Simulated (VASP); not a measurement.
Here is a VASP 6.6.1 calculation.

File INCAR:

```
SYSTEM = C
ALGO = Normal ; EDIFF = 1E-6
ENCUT = 520 ; ISIF = 2
ISMEAR = -1 ; LASPH = .True.
LCHARG = .False. ; LREAL = .False.
LWAVE = .False. ; NBANDS = 36
NELM = 60 ; PREC = Accurate
SIGMA = 0.05
```

Contents of KPOINTS:

```
k-points
0
Gamma
  12 12 3
  0 0 0
```

File POSCAR:

```
C
1.0
    2.4706141248      0.0000000000      0.0000000000
   -1.2353070624      2.1396145950      0.0000000000
    0.0000000000      0.0000000000     12.1034720835
C
12
Direct
    0.6666666667      0.3333333333      0.3541700000
    0.3333333333      0.6666666667      0.8541700000
    0.6666666667      0.3333333333      0.1458300000
    0.3333333333      0.6666666667      0.6458300000
    0.6666666667      0.3333333333      0.4791700000
    0.3333333333      0.6666666667      0.9791700000
    0.6666666667      0.3333333333      0.0208300000
    0.3333333333      0.6666666667      0.5208300000
    0.0000000000      0.0000000000      0.8125000000
    0.0000000000      0.0000000000      0.3125000000
    0.0000000000      0.0000000000      0.6875000000
    0.0000000000      0.0000000000      0.1875000000
```

Potentials or basis: VASP PAW LDA potentials, release 64 (C).

Launch:

```bash
$ cat potpaw_LDA.64/C/POTCAR > POTCAR
$ mpirun -np 1 vasp_std > vasp.out
```

(1) Estimate the band gap on the k mesh.

(2) Estimate the largest force.

Results:

(1) 4.52 eV (least direct gap 5.40 eV).

(2) 0.376 eV/Å.

Caveat: an odd mesh through Γ misses points on the zone boundary, where band edges can lie.
